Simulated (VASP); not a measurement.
A run of VASP 6.6.1 is set up as follows.

POSCAR

```
CoH
1.0
    0.0000000000      1.8423864905      1.8423864905
    1.8423864905      0.0000000000      1.8423864905
    1.8423864905      1.8423864905      0.0000000000
Co H
1 1
Direct
    0.0000000000      0.0000000000      0.0000000000
    0.5000000000      0.5000000000      0.5000000000
```

Contents of INCAR.step1:

```
ALGO = Normal ; EDIFF = 1E-4
ENCUT = 520 ; GGA = PE
ISMEAR = 0 ; ISPIN = 2
LASPH = True ; LCHARG = False
LMAXMIX = 4 ; LREAL = False
LWAVE = True ; MAGMOM = 1.33 0
NBANDS = 16 ; NELM = 150
PREC = Accurate ; SIGMA = 0.1
```

The input INCAR.step2:

```
ALGO = Normal ; EDIFF = 1E-6
ENCUT = 520 ; ISIF = 2
ISMEAR = 0 ; ISPIN = 2
ISTART = 1 ; LASPH = True
LCHARG = False ; LMAXMIX = 4
LMIXTAU = True ; LORBIT = 11
LREAL = False ; LWAVE = False
MAGMOM = 1.33 0 ; METAGGA = R2SCAN
NBANDS = 16 ; NELM = 150
PREC = Accurate ; SIGMA = 0.1
```

The input KPOINTS:

```
k-points
0
Gamma
  26 26 26
```

Potentials or basis: VASP PAW PBE potentials, release 64 (Co, H).

Command:

```console
$ cat potpaw_PBE.64/Co/POTCAR potpaw_PBE.64/H/POTCAR > POTCAR
$ cp INCAR.step1 INCAR
$ mpirun -np 1 vasp_std > vasp.out
$ cp INCAR.step2 INCAR
$ mpirun -np 1 vasp_std > vasp.out
```

(1) Predict the pressure.

(2) What does it give for the net moment?

(3) Estimate the site moments.

Answers

(1) 0.1 GPa.

(2) 1.42 μB per cell.

(3) Co +1.49; H -0.01 μB.

Caveat: the PAW data sets were made with another functional, which shifts forces and pressure a little.
